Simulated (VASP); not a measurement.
# V (P6/mmm) in VASP: notebook

The runs below take V through single point, with RPBE.

Program: VASP 6.6.1. These are calculated values, not measurements. Logs are shortened: lines on timing, memory, paths and dates and some standing lists are left out, and cuts for length are marked.

### 1 The cell of the first run

Symmetry: P6/mmm, No. 191, hexagonal system. Conventional cell: a = 4.298 Å, b = 4.298 Å, c = 2.313 Å, α = 90.00°, β = 90.00°, γ = 120.00°. V (site symmetry 6/mmm) has 14 V at 2.31 to 2.74 Å within 3.1 Å. Within 3.1 Å of V (site symmetry -6m2) lie 11 V at 2.31 to 2.74 Å.

This isn't the form of V at room conditions, which is bcc.

### 2 Single point, RPBE (12.34 Å³/atom)

Input file INCAR:

```
ALGO = Normal
EDIFF = 1E-6
ENCUT = 520
GGA = RP
ISIF = 2
ISMEAR = -1
LASPH = True
LCHARG = True
LELF = True
LREAL = False
LVHAR = True
LWAVE = False
NBANDS = 26
NELM = 80
PREC = Accurate
SIGMA = 0.1
```

Input file KPOINTS:

```
k-points
0
Gamma
  9 9 15
```

Input file POSCAR:

```
V
1.0
    4.2980777526      0.0000000000      0.0000000000
   -2.1490388763      3.7222445212      0.0000000000
    0.0000000000      0.0000000000      2.3132645433
V
3
Direct
    0.0000000000      1.0000000000      0.0000000000
    0.3333333333      0.6666666667      0.5000000000
    0.6666666667      0.3333333333      0.5000000000
```

Potentials or basis: VASP PAW PBE potentials, release 64 (V_sv).

On the command line:

```
$ cat potpaw_PBE.64/V_sv/POTCAR > POTCAR
$ mpirun -np 1 vasp_std > vasp.out
```

OUTCAR:

```text
EDIFF = 1E-6
   ENCUT = 520
   GGA = RP
   ISIF = 2
   ISMEAR = -1
   LASPH = True
   LREAL = False
   NELM = 80
   PREC = Accurate

 ion  position               nearest neighbor table
   1  0.000  0.000  0.000-   2 2.74   3 2.74   2 2.74   3 2.74   3 2.74   3 2.74   2 2.74   2 2.74
                             3 2.74   3 2.74   2 2.74   2 2.74
   2  0.333  0.667  0.500-   3 2.48   3 2.48   3 2.48   1 2.74   1 2.74   1 2.74   1 2.74   1 2.74
                             1 2.74
   3  0.667  0.333  0.500-   2 2.48   2 2.48   2 2.48   1 2.74   1 2.74   1 2.74   1 2.74   1 2.74
                             1 2.74

  LATTYP: Found a hexagonal cell.
 ALAT       =     4.2980777526
 C/A-ratio  =     0.5382090964

  Lattice vectors:

 A1 = (   4.2980777526,   0.0000000000,   0.0000000000)
 A2 = (  -2.1490388763,   3.7222445212,   0.0000000000)
 A3 = (   0.0000000000,   0.0000000000,   2.3132645433)

Analysis of symmetry for initial positions (statically):
=====================================================================
 Subroutine PRICEL returns:
 Original cell was already a primitive cell.

 Routine SETGRP: Setting up the symmetry group for a
 hexagonal supercell.

 Subroutine GETGRP returns: Found 24 space group operations
 (whereof 24 operations were pure point group operations)
 out of a pool of 24 trial point group operations.

The static configuration has the point symmetry D_6h.

Analysis of symmetry for dynamics (positions and initial velocities):
=====================================================================
 Subroutine PRICEL returns:
 Original cell was already a primitive cell.

 Routine SETGRP: Setting up the symmetry group for a
 hexagonal supercell.

 Subroutine GETGRP returns: Found 24 space group operations
 (whereof 24 operations were pure point group operations)
 out of a pool of 24 trial point group operations.

The dynamic configuration has the point symmetry D_6h.

 Subroutine INISYM returns: Found 24 space group operations
 (whereof 24 operations are pure point group operations),
 and found     1 'primitive' translations

----------------------------------------------------------------------------------------

                                     Primitive cell

  volume of cell :      37.0088

  direct lattice vectors                    reciprocal lattice vectors
     4.298077753  0.000000000  0.000000000     0.232662147  0.134327553  0.000000000
    -2.149038876  3.722244521  0.000000000     0.000000000  0.268655107  0.000000000
     0.000000000  0.000000000  2.313264543     0.000000000  0.000000000  0.432289512

  length of vectors
     4.298077753  4.298077753  2.313264543     0.268655107  0.268655107  0.432289512

  position of ions in fractional coordinates (direct lattice)
     0.000000000  0.000000000  0.000000000
     0.333333333  0.666666667  0.500000000
     0.666666667  0.333333333  0.500000000

  ion indices of the primitive-cell ions
   primitive index   ion index
                 1           1
                 2           2
                 3           3

----------------------------------------------------------------------------------------

 KPOINTS: k-points

Automatic generation of k-mesh.
 Grid dimensions read from file:
 generate k-points for:    9    9   15

 Generating k-lattice:

  Cartesian coordinates                     Fractional coordinates (reciprocal lattice)
     0.025851350  0.014925284  0.000000000     0.111111111  0.000000000  0.000000000
     0.000000000  0.029850567  0.000000000     0.000000000  0.111111111  0.000000000
     0.000000000  0.000000000  0.028819301     0.000000000  0.000000000  0.066666667

  Length of vectors
     0.029850567  0.029850567  0.028819301

  Shift w.r.t. Gamma in fractional coordinates (k-lattice)
     0.000000000  0.000000000  0.000000000

 Subroutine IBZKPT returns following result:
 ===========================================

 Found     96 irreducible k-points:

 Following reciprocal coordinates:
            Coordinates               Weight
  0.000000  0.000000  0.000000      1.000000
  0.111111 -0.000000  0.000000      6.000000
  0.222222  0.000000  0.000000      6.000000
  0.333333  0.000000  0.000000      6.000000
  0.444444  0.000000  0.000000      6.000000
  0.111111  0.111111  0.000000      6.000000
[... 16 lines left out ...]
  0.333333  0.222222  0.066667     24.000000
  0.333333  0.333333  0.066667      4.000000
 [... further k-points ...]
   k-points           NKPTS =     96   k-points in BZ     NKDIM =     96   number of bands    NBANDS=     26
   number of dos      NEDOS =    301   number of ions     NIONS =      3
   total plane-waves  NPLWV =  18432
   dimension x,y,z NGX =    32 NGY =   32 NGZ =   18
   dimension x,y,z NGXF=    64 NGYF=   64 NGZF=   36
   ions per type =               3
   NGX,Y,Z   is equivalent  to a cutoff of  12.38, 12.38, 12.94 a.u.
   NGXF,Y,Z  is equivalent  to a cutoff of  24.75, 24.75, 25.87 a.u.
 SYSTEM =  unknown system
[... 54 lines left out ...]

  energy without entropy =      -24.70858779  energy(sigma->0) =      -24.76129681

 E-fermi :  11.1784     XC(G=0): -13.2534

 val. band max:       11.1775844085   @ k =   0.3333   0.2222   0.4667
 cond. band min:      11.1885390080   @ k =   0.3333   0.3333   0.2000
 fundamental gap:      0.0109545994
 Fermi energy:        11.1783904993

 k-point     1 :       0.0000    0.0000    0.0000
  band No.  band energies     occupation
      1     -52.8602      2.00000
      2     -52.6383      2.00000
      3     -52.5865      2.00000
      4     -26.8110      2.00000
      5     -26.8110      2.00000
      6     -26.6483      2.00000
[... 18 lines left out ...]
     25      13.7709      0.00000
     26      13.7709      0.00000

 k-point     2 :       0.1111   -0.0000    0.0000
  band No.  band energies     occupation
      1     -52.8515      2.00000
      2     -52.6415      2.00000
      3     -52.5923      2.00000
      4     -26.8685      2.00000
      5     -26.8474      2.00000
      6     -26.5819      2.00000
[... 18 lines left out ...]
     25      14.0316      0.00000
     26      14.0590      0.00000

 k-point     3 :       0.2222    0.0000    0.0000
  band No.  band energies     occupation
      1     -52.8268      2.00000
      2     -52.6510      2.00000
      3     -52.6082      2.00000
      4     -26.9527      2.00000
      5     -26.8651      2.00000
      6     -26.4718      2.00000
[... 18 lines left out ...]
     25      14.3013      0.00000
     26      14.3806      0.00000

 k-point     4 :       0.3333    0.0000    0.0000
  band No.  band energies     occupation
      1     -52.7898      2.00000
      2     -52.6696      2.00000
      3     -52.6274      2.00000
      4     -27.0176      2.00000
      5     -26.8180      2.00000
      6     -26.3664      2.00000
[... 18 lines left out ...]
     25      14.4927      0.00000
     26      14.5550      0.00000

 k-point     5 :       0.4444    0.0000    0.0000
  band No.  band energies     occupation
      1     -52.7468      2.00000
      2     -52.7023      2.00000
      3     -52.6383      2.00000
      4     -27.0521      2.00000
      5     -26.7108      2.00000
      6     -26.5243      2.00000
[... 18 lines left out ...]
     25      14.0959      0.00000
     26      14.3214      0.00000

 k-point     6 :       0.1111    0.1111    0.0000
  band No.  band energies     occupation
      1     -52.8348      2.00000
      2     -52.6476      2.00000
      3     -52.6034      2.00000
      4     -26.9148      2.00000
      5     -26.8849      2.00000
      6     -26.4891      2.00000
[... 427 lines left out ...]
 k-point    21 :       0.4444    0.1111    0.0667
  band No.  band energies     occupation
      1     -52.7137      2.00000
      2     -52.7033      2.00000
      3     -52.6352      2.00000
      4     -27.0142      2.00000
      5     -26.6865      2.00000
      6     -26.5929      2.00000
[... 18 lines left out ...]
     25      13.9482      0.00000
     26      14.0384      0.00000

 k-point    22 :       0.2222    0.2222    0.0667
  band No.  band energies     occupation
      1     -52.7574      2.00000
      2     -52.6601      2.00000
      3     -52.6344      2.00000
      4     -26.9410      2.00000
      5     -26.8622      2.00000
      6     -26.4458      2.00000
[... 18 lines left out ...]
     25      14.0473      0.00000
     26      14.5960      0.00000

 k-point    23 :       0.3333    0.2222    0.0667
  band No.  band energies     occupation
      1     -52.7185      2.00000
      2     -52.6814      2.00000
      3     -52.6524      2.00000
      4     -26.9416      2.00000
      5     -26.7801      2.00000
      6     -26.6086      2.00000
[... 18 lines left out ...]
     25      13.7279      0.00000
     26      14.2698      0.00000

 k-point    24 :       0.3333    0.3333    0.0667
  band No.  band energies     occupation
      1     -52.6875      2.00000
      2     -52.6825      2.00000
      3     -52.6825      2.00000
      4     -26.8887      2.00000
      5     -26.7380      2.00000
      6     -26.7380      2.00000
[... 18 lines left out ...]
     25      13.9015      0.00000
     26      13.9015      0.00000

 [... further k-points ...]
[... 5 lines left out ...]
  --------------------------------------------------------------------------------------
  -------------------------------------------------------------------------------------
  Total        6.1819381      6.1819381      6.4969258      0.0000000      0.0000000      0.0000000
  in kB      267.6275185    267.6275185    281.2639160      0.0000000      0.0000000      0.0000000
  external PRESSURE =     272.1729843 kB  Pullay stress =       0.0000000 kB

 VOLUME and BASIS-vectors are now :
 -----------------------------------------------------------------------------
  energy-cutoff  :      520.00
  volume of cell :       37.01
      direct lattice vectors                 reciprocal lattice vectors
     4.298077753  0.000000000  0.000000000     0.232662147  0.134327553  0.000000000
    -2.149038876  3.722244521  0.000000000     0.000000000  0.268655107  0.000000000
     0.000000000  0.000000000  2.313264543     0.000000000  0.000000000  0.432289512

 POSITION                                       TOTAL-FORCE (eV/Angst)
 -----------------------------------------------------------------------------------
      0.00000      0.00000      0.00000         0.000000      0.000000      0.000000
     -0.00000      2.48150      1.15663         0.000000     -0.000000      0.000000
      2.14904      1.24075      1.15663        -0.000000     -0.000000     -0.000000
 -----------------------------------------------------------------------------------
    total drift:                               -0.000000      0.000000      0.000000

  FREE ENERGIE OF THE ION-ELECTRON SYSTEM (eV)
  ---------------------------------------------------
  free  energy   TOTEN  =       -24.8140058360 eV

  energy  without entropy=      -24.7085877900  energy(sigma->0) =      -24.76129681
```

Run time: 2.1 min. Hardware: 1 thread of Intel Xeon 8259CL, shared host; peak memory 0.2 GiB.

Results:

```yaml
Free_energy: -24.8140 eV
Pressure: 27.2 GPa
Band_gap_on_the_k_mesh: zero (an odd number of electrons rules out a gap without spin polarisation)
```

Levels at points of the mesh, in eV from the Fermi level:
```csv
k point,band 16,band 17,band 18,band 19,band 20,band 21,band 22,band 23,band 24,band 25
"(0.00, 0.00, 0.00)",-1.49,-1.48,-1.48,-1.41,-0.94,0.54,0.54,2.58,2.58,2.59
```

Caveat: the cell stands under pressure; the PAW data sets were made with another functional, which shifts forces and pressure a little.

### 3 Single point, RPBE (12.90 Å³/atom)

This run uses another cell than the first one, of 12.90 Å³/atom.

Input file INCAR:

```
SYSTEM = V
PREC = Accurate ; ENCUT = 520
EDIFF = 1E-6 ; ISMEAR = -1
SIGMA = 0.1 ; LREAL = .False.
LASPH = .True. ; NELM = 80
ALGO = Normal ; ISIF = 2
LWAVE = .False. ; LCHARG = .False.
GGA = RP ; NBANDS = 26
```

Input file KPOINTS:

```
Automatic mesh
0
Gamma
  9 9 15
  0 0 0
```

Input file POSCAR:

```
V
1.0
    4.3622376259      0.0000000000      0.0000000000
   -2.1811188130      3.7778086014      0.0000000000
    0.0000000000      0.0000000000      2.3477959708
V
3
Direct
    0.0000000000      1.0000000000      0.0000000000
    0.3333333333      0.6666666667      0.5000000000
    0.6666666667      0.3333333333      0.5000000000
```

Potentials or basis: VASP PAW PBE potentials, release 64 (V_sv).

On the command line:

```
$ cat potpaw_PBE.64/V_sv/POTCAR > POTCAR
$ mpirun -np 1 vasp_std > vasp.out
```

It took 1.9 min on 1 thread of Intel Xeon 8259CL, shared host; peak memory 0.2 GiB.

It converged, with:

```yaml
Free_energy: -25.0417 eV
Pressure: 16.4 GPa
Band_gap_on_the_k_mesh: zero (an odd number of electrons rules out a gap without spin polarisation)
```

Stress tensor (GPa, compression positive):
```
15.99  0.00  0.00
 0.00 15.99  0.00
 0.00  0.00 17.07
```

Levels at points of the mesh, in eV from the Fermi level:
```tsv
k point	band 18	band 19	band 20	band 21	band 22	band 23
(0.00, 0.00, 0.00)	-1.44	-1.38	-0.89	0.53	0.53	2.45
```

Caveat: the cell stands under pressure; the PAW data sets were made with another functional, which shifts forces and pressure a little.

### 4 Single point, RPBE (13.46 Å³/atom)

This run uses another cell than the first one, of 13.46 Å³/atom.

INCAR is that of step 3.

KPOINTS is that of step 3.

Input file POSCAR:

```
V
1.0
    4.4245637269      0.0000000000      0.0000000000
   -2.2122818635      3.8317845882      0.0000000000
    0.0000000000      0.0000000000      2.3813404453
V
3
Direct
    0.0000000000      1.0000000000      0.0000000000
    0.3333333333      0.6666666667      0.5000000000
    0.6666666667      0.3333333333      0.5000000000
```

On the command line:

```
$ cat potpaw_PBE.64/V_sv/POTCAR > POTCAR
$ mpirun -np 1 vasp_std > vasp.out
```

It took 2.3 min on 1 thread of Intel Xeon 8259CL, shared host; peak memory 0.21 GiB.

It converged, with:

| Item | Value |
| --- | --- |
| Free energy | -25.1659 eV |
| Pressure | 7.5 GPa |
| Band gap on the k mesh | zero (an odd number of electrons rules out a gap without spin polarisation) |

Stress tensor (GPa, compression positive):
```
7.19 0.00 0.00
0.00 7.19 0.00
0.00 0.00 7.98
```

Levels at points of the mesh, in eV from the Fermi level:
```tsv
k point	band 16	band 17	band 18	band 19	band 20	band 21	band 22	band 23	band 24	band 25
(0.00, 0.00, 0.00)	-1.41	-1.39	-1.39	-1.35	-0.84	0.51	0.51	2.34	2.34	2.35
```

Caveat: the cell stands under pressure; the PAW data sets were made with another functional, which shifts forces and pressure a little.

### 5 Single point, RPBE (14.02 Å³/atom)

This run uses another cell than the first one, of 14.02 Å³/atom.

Input file INCAR:

```
SYSTEM = V
ALGO     = Normal         ! electronic algorithm
EDIFF    = 1E-6           ! SCF threshold, eV
ENCUT    = 520            ! plane-wave cutoff, eV
GGA      = RP             ! functional
ISIF     = 2              ! what is computed and relaxed
ISMEAR   = -1             ! smearing method
LASPH    = .TRUE.         ! aspherical terms in the spheres
LCHARG   = .FALSE.        ! write CHGCAR
LREAL    = .FALSE.        ! projectors in reciprocal space
LWAVE    = .FALSE.        ! write WAVECAR
NBANDS   = 26             ! bands
NELM     = 100            ! most SCF steps
PREC     = Accurate       ! precision mode
SIGMA    = 0.1            ! smearing width, eV
```

Input file KPOINTS:

```
k-points
0
G
  9 9 15
  0 0 0
```

Input file POSCAR:

```
V
1.0
    4.4851817216      0.0000000000      0.0000000000
   -2.2425908608      3.8842813115      0.0000000000
    0.0000000000      0.0000000000      2.4139656014
V
3
Direct
    0.0000000000      1.0000000000      0.0000000000
    0.3333333333      0.6666666667      0.5000000000
    0.6666666667      0.3333333333      0.5000000000
```

On the command line:

```
$ cat potpaw_PBE.64/V_sv/POTCAR > POTCAR
$ mpirun -np 1 vasp_std > vasp.out
```

It took 2.3 min on 1 thread of Intel Xeon 8259CL, shared host; peak memory 0.21 GiB.

Results (log left out):

```
Free energy            : -25.2053 eV
Pressure               : 0.2 GPa
Band gap on the k mesh : zero (an odd number of electrons rules out a gap without spin polarisation)
```

Stress tensor (GPa, compression positive):
```
-0.02  0.00  0.00
 0.00 -0.02  0.00
 0.00  0.00  0.53
```

Levels at points of the mesh, in eV from the Fermi level:
| k point | band 17 | band 18 | band 19 | band 20 | band 21 | band 22 | band 23 | band 24 |
| --- | --- | --- | --- | --- | --- | --- | --- | --- |
| (0.00, 0.00, 0.00) | -1.35 | -1.35 | -1.33 | -0.80 | 0.50 | 0.50 | 2.23 | 2.23 |

Caveat: the PAW data sets were made with another functional, which shifts forces and pressure a little.

### 6 Single point, RPBE (14.58 Å³/atom)

This run uses another cell than the first one, of 14.58 Å³/atom.

Input file INCAR:

```
ALGO = Normal ; EDIFF = 1E-6
ENCUT = 520 ; GGA = RP
ISIF = 2 ; ISMEAR = -1
LASPH = True ; LCHARG = True
LELF = True ; LREAL = False
LVHAR = True ; LWAVE = False
NBANDS = 26 ; NELM = 100
PREC = Accurate ; SIGMA = 0.1
```

Input file KPOINTS:

```
k-points
0
Gamma
  9 9 15
```

Input file POSCAR:

```
V
1.0
    4.5442040390      0.0000000000      0.0000000000
   -2.2721020195      3.9353961378      0.0000000000
    0.0000000000      0.0000000000      2.4457319495
V
3
Direct
    0.0000000000      1.0000000000      0.0000000000
    0.3333333333      0.6666666667      0.5000000000
    0.6666666667      0.3333333333      0.5000000000
```

Potentials or basis: VASP PAW PBE potentials, release 64 (V_sv).

On the command line:

```
$ cat potpaw_PBE.64/V_sv/POTCAR > POTCAR
$ mpirun -np 1 vasp_std > vasp.out
```

Run time: 2.6 min. Hardware: 1 thread of Intel Xeon 8259CL, shared host; peak memory 0.21 GiB.

Results (log left out):

* Free energy: -25.1751 eV
* Pressure: -5.8 GPa
* Band gap on the k mesh: zero (an odd number of electrons rules out a gap without spin polarisation)

Stress tensor (GPa, compression positive):
```
-5.93  0.00  0.00
 0.00 -5.93  0.00
 0.00  0.00 -5.61
```

Levels at points of the mesh, in eV from the Fermi level:
```
           k point  band 17  band 18  band 19  band 20  band 21  band 22  band 23  band 24
(0.00, 0.00, 0.00)    -1.31    -1.31    -1.30    -0.76     0.48     0.48     2.13     2.13
```

Caveat: the cell stands under tension; the PAW data sets were made with another functional, which shifts forces and pressure a little.

### 7 Overview

```tsv
cell	gap on the mesh (eV)	pressure (GPa)
a = 4.298, b = 4.298, c = 2.313 Å, angles 90.0, 90.0, 120.0°, 3 atoms	none	27.2
a = 4.362, b = 4.362, c = 2.348 Å, angles 90.0, 90.0, 120.0°, 3 atoms	none	16.4
a = 4.425, b = 4.425, c = 2.381 Å, angles 90.0, 90.0, 120.0°, 3 atoms	none	7.5
a = 4.485, b = 4.485, c = 2.414 Å, angles 90.0, 90.0, 120.0°, 3 atoms	none	0.2
a = 4.544, b = 4.544, c = 2.446 Å, angles 90.0, 90.0, 120.0°, 3 atoms	none	-5.8
```

Alike in all rows: task single point; level RPBE; potentials or basis VASP PAW PBE potentials, release 64 (V_sv); no spin polarisation; k mesh 9 × 9 × 15; cutoff (eV) 520; smearing fermi-dirac 0.1 eV.

Caveats: the PAW data sets were made with another functional, which shifts forces and pressure a little; the cell stands under pressure (at least some runs); the cell stands under tension (at least some runs).

Absolute energies hang on the potentials; compare differences alone.
